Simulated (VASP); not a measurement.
# Zr3S (Pm-3m) in VASP: further runs

Zr3S is run at these levels: PBE; tasks: relaxation of cell and atoms, single point.

Program: VASP 6.6.1. These are calculated values, not measurements. Logs are shortened: lines on timing, memory, paths and dates and some standing lists are left out, and cuts for length are marked.

## (1) The cell of the first run

The structure is cubic, space group Pm-3m (No. 221). The conventional cell has a = 4.086 Å, b = 4.086 Å, c = 4.086 Å, α = 90.00°, β = 90.00°, γ = 90.00°. Zr (site symmetry 4/mmm) has 8 Zr at 2.89 Å and 4 S at 2.89 Å within 3.8 Å. Within 3.8 Å of S (site symmetry m-3m) lie 12 Zr at 2.89 Å.

## (2) Relaxation of cell and atoms, PBE

The input, INCAR:

```
SYSTEM = Zr3S
  PREC = Accurate
  ENCUT = 600
  EDIFF = 1E-7
  ISMEAR = 0
  SIGMA = 0.1
  LREAL = .False.
  LASPH = .True.
  NELM = 60
  ALGO = Normal
  ISIF = 3
  LWAVE = .False.
  LCHARG = .False.
  GGA = PE
  IBRION = 2
  NSW = 90
  EDIFFG = -0.04
```

The input, KPOINTS:

```
Automatic mesh
0
Gamma
  4 4 4
  0 0 0
```

The input, POSCAR:

```
Zr3S
1.0
    4.0856315963      0.0000000000      0.0000000000
    0.0000000000      4.0856315963      0.0000000000
    0.0000000000      0.0000000000      4.0856315963
Zr S
3 1
Direct
    0.0000000000      0.5000000000      0.5000000000
    0.5000000000      0.0000000000      0.5000000000
    0.5000000000      0.5000000000      0.0000000000
    0.0000000000      0.0000000000      0.0000000000
```

Potentials or basis: VASP PAW PBE potentials, release 64 (Zr_sv, S).

Command:

```bash
$ cat potpaw_PBE.64/Zr_sv/POTCAR potpaw_PBE.64/S/POTCAR > POTCAR
$ mpirun -np 1 vasp_std > vasp.out
```

OUTCAR:

```text
SYSTEM = Zr3S
   PREC = Accurate
   ENCUT = 600
   EDIFF = 1E-7
   ISMEAR = 0
   LREAL = .False.
   LASPH = .True.
   NELM = 60
   ISIF = 3
   GGA = PE
   IBRION = 2
   NSW = 90
   EDIFFG = -0.04

 ion  position               nearest neighbor table
   1  0.000  0.500  0.500-   2 2.89   3 2.89   4 2.89   3 2.89   4 2.89   2 2.89   4 2.89   4 2.89
                             2 2.89   3 2.89   3 2.89   2 2.89
   2  0.500  0.000  0.500-   1 2.89   3 2.89   4 2.89   3 2.89   4 2.89   1 2.89   3 2.89   3 2.89
                             1 2.89   4 2.89   4 2.89   1 2.89
   3  0.500  0.500  0.000-   1 2.89   2 2.89   4 2.89   1 2.89   2 2.89   2 2.89   4 2.89   2 2.89
                             1 2.89   4 2.89   1 2.89   4 2.89
   4  0.000  0.000  0.000-   1 2.89   2 2.89   3 2.89   1 2.89   2 2.89   1 2.89   3 2.89   1 2.89
                             2 2.89   3 2.89   2 2.89   3 2.89

  LATTYP: Found a simple cubic cell.
 ALAT       =     4.0856315963

  Lattice vectors:

 A1 = (   4.0856315963,   0.0000000000,   0.0000000000)
 A2 = (   0.0000000000,   4.0856315963,   0.0000000000)
 A3 = (   0.0000000000,   0.0000000000,   4.0856315963)

Analysis of symmetry for initial positions (statically):
=====================================================================
 Subroutine PRICEL returns:
 Original cell was already a primitive cell.

 Routine SETGRP: Setting up the symmetry group for a
 simple cubic supercell.

 Subroutine GETGRP returns: Found 48 space group operations
[... 9 lines left out ...]

 Routine SETGRP: Setting up the symmetry group for a
 simple cubic supercell.

 Subroutine GETGRP returns: Found 48 space group operations
[... 11 lines left out ...]
                                     Primitive cell

  volume of cell :      68.1989

  direct lattice vectors                    reciprocal lattice vectors
     4.085631596  0.000000000  0.000000000     0.244760198  0.000000000  0.000000000
     0.000000000  4.085631596  0.000000000     0.000000000  0.244760198  0.000000000
     0.000000000  0.000000000  4.085631596     0.000000000  0.000000000  0.244760198

  length of vectors
     4.085631596  4.085631596  4.085631596     0.244760198  0.244760198  0.244760198

  position of ions in fractional coordinates (direct lattice)
     0.000000000  0.500000000  0.500000000
     0.500000000  0.000000000  0.500000000
     0.500000000  0.500000000  0.000000000
     0.000000000  0.000000000  0.000000000

  ion indices of the primitive-cell ions
   primitive index   ion index
                 1           1
                 2           2
                 3           3
                 4           4

----------------------------------------------------------------------------------------

 KPOINTS: Automatic mesh

Automatic generation of k-mesh.
 Grid dimensions read from file:
 generate k-points for:    4    4    4

 Generating k-lattice:

  Cartesian coordinates                     Fractional coordinates (reciprocal lattice)
     0.061190050  0.000000000  0.000000000     0.250000000  0.000000000  0.000000000
     0.000000000  0.061190050  0.000000000     0.000000000  0.250000000  0.000000000
     0.000000000  0.000000000  0.061190050     0.000000000  0.000000000  0.250000000

  Length of vectors
     0.061190050  0.061190050  0.061190050

  Shift w.r.t. Gamma in fractional coordinates (k-lattice)
     0.000000000  0.000000000  0.000000000

 Subroutine IBZKPT returns following result:
 ===========================================

 Found     10 irreducible k-points:

 Following reciprocal coordinates:
            Coordinates               Weight
  0.000000  0.000000  0.000000      1.000000
  0.250000  0.000000  0.000000      6.000000
  0.500000  0.000000  0.000000      3.000000
  0.250000  0.250000  0.000000     12.000000
  0.500000  0.250000  0.000000     12.000000
  0.500000  0.500000  0.000000      3.000000
  0.250000  0.250000  0.250000      8.000000
  0.500000  0.250000  0.250000     12.000000
  0.500000  0.500000  0.250000      6.000000
  0.500000  0.500000  0.500000      1.000000
   k-points           NKPTS =     10   k-points in BZ     NKDIM =     10   number of bands    NBANDS=     25
   number of dos      NEDOS =    301   number of ions     NIONS =      4
   total plane-waves  NPLWV =  46656
   dimension x,y,z NGX =    36 NGY =   36 NGZ =   36
   dimension x,y,z NGXF=    72 NGYF=   72 NGZF=   72
   ions per type =               3   1
   NGX,Y,Z   is equivalent  to a cutoff of  14.65, 14.65, 14.65 a.u.
   NGXF,Y,Z  is equivalent  to a cutoff of  29.30, 29.30, 29.30 a.u.
 SYSTEM =  Zr3S
   PREC   = accura    normal or accurate (medium, high low for compatibility)
   ISTART =      0    job   : 0-new  1-cont  2-samecut
   ICHARG =      2    charge: 1-file 2-atom 10-const
   ISPIN  =      1    spin polarized calculation?
   LNONCOLLINEAR =      F non collinear calculations
   LSORBIT =      F    spin-orbit coupling
   LASPH  =      T    aspherical Exc in radial PAW
   ENCUT  =  600.0 eV  44.10 Ry    6.64 a.u.   8.16  8.16  8.16*2*pi/ulx,y,z
   NELM   =     60;   NELMIN=  2; NELMDL= -5     # of ELM steps
   EDIFF  = 0.1E-06   stopping-criterion for ELM
   LREAL  =      F    real-space projection
   EDIFFG = -.4E-01   stopping-criterion for IOM
   NSW    =     90    number of steps for IOM
   IBRION =      2    ionic relax: 0-MD 1-quasi-New 2-CG
   NFREE  =      1    steps in history (QN), initial steepest desc. (CG)
   ISIF   =      3    stress and relaxation
   ISYM   =      2    0-nonsym 1-usesym 2-fastsym
   POTIM  = 0.5000    time-step for ionic-motion
   TEBEG  =    0.0;   TEEND  =   0.0 temperature during run
   PSTRESS=    0.0 pullay stress
   NELECT =      42.0000    total number of electrons
   NUPDOWN=      -1.0000    fix difference up-down
   EMIN   =  10.00;   EMAX   =-10.00  energy-range for DOS
   EFERMI =   0.00;   METHOD = LEGACY
   ISMEAR =     0;   SIGMA  =   0.10  broadening in eV -4-tet -1-fermi 0-gaus
   EFERMI_NEDOS =   21; number of points for ismear=-14 and -15
   IALGO  =     38    algorithm
   IMIX   =      4    mixing-type and parameters
     AMIX     =   0.40;   BMIX     =  1.00
     AMIX_MAG =   1.60;   BMIX_MAG =  1.00
  volume/ion in A,a.u.               =      17.05       115.06
  Fermi-wavevector in a.u.,A,eV,Ry     =   1.392832  2.632071 26.395042  1.939981
  Thomas-Fermi vector in A             =   2.516537
   LORBIT       =      0    0 simple, 1 ext, 2 COOP (PROOUT), +10 PAW based schemes
   GGA     = PE    functional components
   LHFCALC =     F    Hartree Fock is set to
   AEXX    =    0.0000 exact exchange contribution
   IVDW    =     0    specifies the selected vdW correction
   LEPSILON=     F    determine dielectric tensor
   LRPA    =     F    only Hartree local field effects (RPA)
 conjugate gradient relaxation of ions
 non-spin polarized calculation
 Gauss-broadening in eV      SIGMA  =   0.10
  energy-cutoff  :      600.00
  volume of cell :       68.20
 maximum number of plane-waves:      2301
 NGX is ok and might be reduce to    36
   NGX = 17   NGY = 17   NGZ = 17

--------------------------------------- Ionic step        1  -------------------------------------------

 number of electron      41.9999998 magnetization

 Free energy of the ion-electron system (eV)
  ---------------------------------------------------
  ext. energy  EPLUGINS =         0.00000000
  ---------------------------------------------------
  free energy    TOTEN  =       -30.29402546 eV

  energy without entropy =      -30.28041839  energy(sigma->0) =      -30.28722192

------------------------ aborting loop because EDIFF is reached ----------------------------------------

  FORCE on cell =-STRESS in cart. coord.  units (eV):
  Direction    XX          YY          ZZ          XY          YZ          ZX
  --------------------------------------------------------------------------------------
  -------------------------------------------------------------------------------------
  Total        6.7384630      6.7384630      6.7384630     -0.0000000      0.0000000     -0.0000000
  in kB      158.3047039    158.3047039    158.3047039     -0.0000000      0.0000000     -0.0000000
  external PRESSURE =     158.3047039 kB  Pullay stress =       0.0000000 kB
[... 23 lines left out ...]
  energy  without entropy=      -30.2804183899  energy(sigma->0) =      -30.28722192

--------------------------------------- Ionic step        2  -------------------------------------------

 number of electron      42.0000002 magnetization

 E-fermi :   9.1358     XC(G=0): -11.0093

 val. band max:        8.9930260224   @ k =   0.2500   0.2500   0.2500
 cond. band min:       9.1581049571   @ k =   0.5000   0.5000   0.5000
 fundamental gap:      0.1650789348
 Fermi energy:         9.1358194312

 k-point     1 :       0.0000    0.0000    0.0000
  band No.  band energies     occupation
      1     -39.8551      2.00000
      2     -39.6662      2.00000
      3     -39.6662      2.00000
      4     -18.2184      2.00000
      5     -18.2184      2.00000
      6     -18.2184      2.00000
[... 304 lines left out ...]
  energy  without entropy=      -30.3803241061  energy(sigma->0) =      -30.38948980

--------------------------------------- Ionic step        3  -------------------------------------------

 number of electron      41.9999999 magnetization

 Free energy of the ion-electron system (eV)
  ---------------------------------------------------
  ext. energy  EPLUGINS =         0.00000000
  ---------------------------------------------------
  free energy    TOTEN  =       -30.67866876 eV

  energy without entropy =      -30.66472045  energy(sigma->0) =      -30.67169460

 E-fermi :  10.5661     XC(G=0): -11.5400

 val. band max:       10.3268417350   @ k =   0.2500   0.2500   0.2500
 cond. band min:      10.5662579004   @ k =   0.5000   0.2500   0.2500
 fundamental gap:      0.2394161653
 Fermi energy:        10.5661452072

 k-point     1 :       0.0000    0.0000    0.0000
  band No.  band energies     occupation
      1     -38.2810      2.00000
      2     -37.9842      2.00000
      3     -37.9842      2.00000
      4     -16.8055      2.00000
      5     -16.8055      2.00000
      6     -16.8055      2.00000
[... 300 lines left out ...]
  FREE ENERGIE OF THE ION-ELECTRON SYSTEM (eV)
  ---------------------------------------------------
  free  energy   TOTEN  =       -30.6786687627 eV

  energy  without entropy=      -30.6647204453  energy(sigma->0) =      -30.67169460

 reached required accuracy - stopping structural energy minimisation
```

It took 34 s on 1 thread of Intel Xeon 6975P-C (Granite Rapids), shared host; peak memory 0.21 GiB.

What came out:

- Free energy: -30.6787 eV
- Relaxed volume: 19.25 Å³/atom
- Relaxed cell: a = 4.255 Å, b = 4.255 Å, c = 4.255 Å, α = 90.00°, β = 90.00°, γ = 90.00°
- Space group after relaxing (to 0.05 Å): Pm-3m (No. 221)
- Energy gained by relaxing: 96.2 meV/atom
- Ionic steps: 3
- Pressure after relaxing: -0.2 GPa
- Band gap on the k mesh: zero (band 21 reaches 10.99 eV, above the bottom of band 22 at 8.22 eV)

The path:
| step | energy change (eV) | largest force (eV/Å) | pressure (GPa) | volume (Å³) |
| --- | --- | --- | --- | --- |
| 1 | 0.0000 | 0.0000 | 15.83 | 68.20 |
| 2 | -0.1046 | 0.0000 | -8.48 | 86.21 |
| 3 | -0.3846 | 0.0000 | -0.22 | 77.02 |

Final structure:
```
CELL_PARAMETERS angstrom
4.25460 0.00000 0.00000
0.00000 4.25460 0.00000
0.00000 0.00000 4.25460
ATOMIC_POSITIONS crystal
Zr 0.00000 0.50000 0.50000
Zr 0.50000 0.00000 0.50000
Zr 0.50000 0.50000 0.00000
S 0.00000 0.00000 0.00000
```

Levels at points of the mesh, in eV from the Fermi level:
```csv
k point,band 18,band 19,band 20,band 21,band 22,band 23
"(0.00, 0.00, 0.00)",-2.90,-2.90,-2.35,-2.35,-2.35,-0.83
"(0.50, 0.00, 0.00)",-1.62,-1.07,0.04,0.22,0.38,0.38
"(0.50, 0.50, 0.00)",-1.07,-1.07,-0.67,0.43,0.43,1.08
"(0.50, 0.50, 0.50)",-2.89,-2.89,0.14,0.38,0.38,0.38
```

Caveat: the k points lie up to 0.37 Å⁻¹ apart in the final cell.

## (3) Single point, PBE

This run uses another cell than the first one, of 19.29 Å³/atom, 1.131 times its volume.

The input, INCAR:

```
ALGO = Normal ; EDIFF = 1E-7
ENCUT = 520 ; GGA = PE
ISIF = 2 ; ISMEAR = 0
LASPH = True ; LCHARG = True
LELF = True ; LREAL = False
LVHAR = True ; LWAVE = False
NBANDS = 29 ; NELM = 60
PREC = Accurate ; SIGMA = 0.1
```

The input, KPOINTS:

```
k-points
0
Gamma
  12 12 12
```

The input, POSCAR:

```
Zr3S
1.0
    4.2573430648      0.0000000000      0.0000000000
    0.0000000000      4.2573430648      0.0000000000
    0.0000000000      0.0000000000      4.2573430648
Zr S
3 1
Direct
    0.0000000000      0.5000000000      0.5000000000
    0.5000000000      0.0000000000      0.5000000000
    0.5000000000      0.5000000000      0.0000000000
    0.0000000000      0.0000000000      0.0000000000
```

Potentials or basis: VASP PAW PBE potentials, release 64 (Zr_sv, S).

Command:

```bash
$ cat potpaw_PBE.64/Zr_sv/POTCAR potpaw_PBE.64/S/POTCAR > POTCAR
$ mpirun -np 1 vasp_std > vasp.out
```

Run time: 55 s. Hardware: 1 thread of Intel Xeon 6975P-C (Granite Rapids), shared host; peak memory 0.27 GiB.

The run converged. Its results:

| Item | Value |
| --- | --- |
| Free energy | -30.5684 eV |
| Pressure | 0.1 GPa |
| Band gap on the k mesh | zero (band 21 reaches 10.98 eV, above the bottom of band 22 at 8.21 eV) |

Levels at points of the mesh, in eV from the Fermi level:
```tsv
k point	band 19	band 20	band 21	band 22	band 23	band 24
(0.00, 0.00, 0.00)	-2.83	-2.24	-2.24	-2.24	-0.76	2.07
(0.50, 0.00, 0.00)	-1.01	0.12	0.29	0.48	0.48	0.54
(0.50, 0.50, 0.00)	-0.97	-0.57	0.52	0.52	1.16	1.62
(0.50, 0.50, 0.50)	-2.79	0.21	0.46	0.46	0.46	1.87
```
